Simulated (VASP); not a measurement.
# BN (R3m) in VASP: notebook, part 2 of 2

VASP 6.6.1. Earlier steps stand in the parts before.

## 4. Single point, r2SCAN (epitaxial 111 strain -2.0%)

Contents of POSCAR:

```
BN
1.0
    0.0279397916      1.7966687473      1.7966687473
    1.7966687473      0.0279397916      1.7966687473
    1.7966687473      1.7966687473      0.0279397916
B N
1 1
Direct
    0.0001412061      0.0001412061      0.0001412061
    0.2498587939      0.2498587939      0.2498587939
```

Contents of INCAR.step1:

```
SYSTEM = BN
PREC = Accurate
ENCUT = 910
ISMEAR = 0
SIGMA = 0.01
LREAL = .False.
LASPH = .True.
NELM = 120
NBANDS = 11
GGA = PE
ALGO = Normal
EDIFF = 1E-5
LWAVE = .True.
LCHARG = .False.
GGA_COMPAT = .False.
```

Contents of INCAR.step2:

```
SYSTEM = BN
PREC = Accurate
ENCUT = 910
EDIFF = 1E-6
ISMEAR = 0
SIGMA = 0.01
LREAL = .False.
LASPH = .True.
NELM = 120
ALGO = Normal
ISIF = 2
LWAVE = .False.
LCHARG = .True.
METAGGA = R2SCAN
LMIXTAU = .True.
LELF = .True.
LVHAR = .True.
NBANDS = 11
ISTART = 1
GGA_COMPAT = .False.
```

Contents of KPOINTS:

```
regular mesh
0
Gamma
  12 12 12
  0 0 0
```

Potentials or basis: VASP PAW PBE potentials, release 64 (B_h, N_h).

Launch:

```
> cat potpaw_PBE.64/B_h/POTCAR potpaw_PBE.64/N_h/POTCAR > POTCAR
> cp INCAR.step1 INCAR
> mpirun -np 1 vasp_std > vasp.out
> cp INCAR.step2 INCAR
> mpirun -np 1 vasp_std > vasp.out
```

OUTCAR:

```text
SYSTEM = BN
   PREC = Accurate
   ENCUT = 910
   EDIFF = 1E-6
   ISMEAR = 0
   LREAL = .False.
   LASPH = .True.
   NELM = 120
   ISIF = 2
   METAGGA = R2SCAN
   ISTART = 1

 ion  position               nearest neighbor table
   1  0.000  0.000  0.000-
   2  0.250  0.250  0.250-

  LATTYP: Found a trigonal (rhomboedric) cell.
 ALAT       =     2.5410269198
 COS(alpha) =     0.5154885561

  Lattice vectors:

 A1 = (   0.0279397916,   1.7966687473,   1.7966687473)
 A2 = (   1.7966687473,   0.0279397916,   1.7966687473)
 A3 = (   1.7966687473,   1.7966687473,   0.0279397916)

Analysis of symmetry for initial positions (statically):
=====================================================================
 Subroutine PRICEL returns:
 Original cell was already a primitive cell.

 Routine SETGRP: Setting up the symmetry group for a
 trigonal (rhombohedral) supercell.

 Subroutine GETGRP returns: Found  6 space group operations
 (whereof  6 operations were pure point group operations)
 out of a pool of 12 trial point group operations.

The static configuration has the point symmetry C_3v.

Analysis of symmetry for dynamics (positions and initial velocities):
=====================================================================
 Subroutine PRICEL returns:
 Original cell was already a primitive cell.

 Routine SETGRP: Setting up the symmetry group for a
 trigonal (rhombohedral) supercell.

 Subroutine GETGRP returns: Found  6 space group operations
 (whereof  6 operations were pure point group operations)
 out of a pool of 12 trial point group operations.

The dynamic configuration has the point symmetry C_3v.

 Subroutine INISYM returns: Found  6 space group operations
 (whereof  6 operations are pure point group operations),
 and found     1 'primitive' translations

----------------------------------------------------------------------------------------

                                     Primitive cell

[... 117 lines left out ...]
   AEXX    =    0.0000 exact exchange contribution
   IVDW    =     0    specifies the selected vdW correction
   LEPSILON=     F    determine dielectric tensor
   LRPA    =     F    only Hartree local field effects (RPA)
 non-spin polarized calculation
 Gauss-broadening in eV      SIGMA  =   0.01
  energy-cutoff  :      910.00
  volume of cell :       11.33
 maximum number of plane-waves:       718
 NGX is ok and might be reduce to    28
   NGX = 13   NGY = 13   NGZ = 13

 number of electron       8.0000000 magnetization

 Free energy of the ion-electron system (eV)
  ---------------------------------------------------
  ext. energy  EPLUGINS =         0.00000000
  ---------------------------------------------------
  free energy    TOTEN  =       -19.16667384 eV

  energy without entropy =      -19.16667384  energy(sigma->0) =      -19.16667384

 E-fermi :   9.7521     XC(G=0): -13.9816

 val. band max:        9.5643011608   @ k =   0.0000   0.0000   0.0000
 cond. band min:      14.5440785336   @ k =   0.5000   0.5000   0.0000
 fundamental gap:      4.9797773728
 Fermi energy:         9.7520573496

 k-point     1 :       0.0000    0.0000    0.0000
  band No.  band energies     occupation
      1     -12.2601      2.00000
      2       9.4149      2.00000
      3       9.5643      2.00000
      4       9.5643      2.00000
      5      18.7156      0.00000
      6      19.4907      0.00000
      7      19.4907      0.00000
      8      21.4478      0.00000
      9      36.4912      0.00000
     10      38.7456      0.00000
     11      38.7456      0.00000
[... 309 lines left out ...]
 k-point    24 :      -0.4167    0.1667   -0.0000
  band No.  band energies     occupation
      1      -7.2948      2.00000
      2      -1.1976      2.00000
      3       5.0493      2.00000
      4       6.6649      2.00000
      5      19.5877      0.00000
      6      22.6384      0.00000
      7      23.1913      0.00000
      8      27.0543      0.00000
      9      32.5560      0.00000
     10      36.4068      0.00000
     11      38.7679      0.00000

 [... further k-points ...]

------------------------ aborting loop because EDIFF is reached ----------------------------------------

  FORCE on cell =-STRESS in cart. coord.  units (eV):
  Direction    XX          YY          ZZ          XY          YZ          ZX
  --------------------------------------------------------------------------------------
  -------------------------------------------------------------------------------------
  Total        1.0776175      1.0776175      1.0776175     -0.5624180     -0.5624180     -0.5624180
  in kB      152.4020635    152.4020635    152.4020635    -79.5399692    -79.5399692    -79.5399692
  external PRESSURE =     152.4020635 kB  Pullay stress =       0.0000000 kB

 VOLUME and BASIS-vectors are now :
 -----------------------------------------------------------------------------
  energy-cutoff  :      910.00
  volume of cell :       11.33
      direct lattice vectors                 reciprocal lattice vectors
     0.027939792  1.796668747  1.796668747    -0.284869948  0.280507803  0.280507803
     1.796668747  0.027939792  1.796668747     0.280507803 -0.284869948  0.280507803
     1.796668747  1.796668747  0.027939792     0.280507803  0.280507803 -0.284869948

 POSITION                                       TOTAL-FORCE (eV/Angst)
 -----------------------------------------------------------------------------------
      0.00051      0.00051      0.00051         0.000382      0.000382      0.000382
      0.90481      0.90481      0.90481        -0.000382     -0.000382     -0.000382
 -----------------------------------------------------------------------------------
    total drift:                                0.000067      0.000067      0.000067

  FREE ENERGIE OF THE ION-ELECTRON SYSTEM (eV)
  ---------------------------------------------------
  free  energy   TOTEN  =       -19.1666738370 eV

  energy  without entropy=      -19.1666738370  energy(sigma->0) =      -19.16667384
```

Run time: 1.8 min. Hardware: 1 thread of Intel Xeon 6975P-C (Granite Rapids), shared host; peak memory 0.19 GiB.

Results:

```
Free energy            : -19.1667 eV
Pressure               : 15.2 GPa
Band gap on the k mesh : 4.98 eV, indirect (least direct gap 9.15 eV)
```

Caveat: the cell differs from its parent crystal (epitaxial 111 strain -2.0%); the cutoff is under 1.25 times the usual one of these potentials, so pressure, stress and relaxed cells hold a basis-set (Pulay) error; the PAW data sets were made with another functional, which shifts forces and pressure a little. A k mesh can miss the band edges.

## 5. Summary

| level | potentials or basis | cell | cutoff (eV) | smearing | second run | gap on the mesh (eV) | pressure (GPa) | largest force (eV/Å) |
| --- | --- | --- | --- | --- | --- | --- | --- | --- |
| PBE | VASP PAW PBE potentials, release 64 (B, N) | a = 2.570 Å, angles 61.5°, 2 atoms | 520 | fermi-dirac 0.02 eV | - | 4.32 | -13.8 | 0.04 |
| r2SCAN | VASP PAW PBE potentials, release 64 (B, N) | a = 2.541 Å, angles 59.0°, 2 atoms | 520 | gaussian 0.01 eV | - | 4.96 | 17.1 | 0.01 |
| r2SCAN | VASP PAW PBE potentials, release 64 (B_h, N_h) | a = 2.541 Å, angles 59.0°, 2 atoms | 910 | gaussian 0.01 eV | hard_potentials | 4.98 | 15.2 | - |

Alike in all rows: task single point; no spin polarisation; k mesh 12 × 12 × 12.

Caveats: the PAW data sets were made with another functional, which shifts forces and pressure a little (some runs); the cutoff is under 1.25 times the usual one of these potentials, so pressure, stress and relaxed cells hold a basis-set (Pulay) error (some runs).

Total energies depend on the potentials used, so only differences within one code and one set of settings carry meaning.
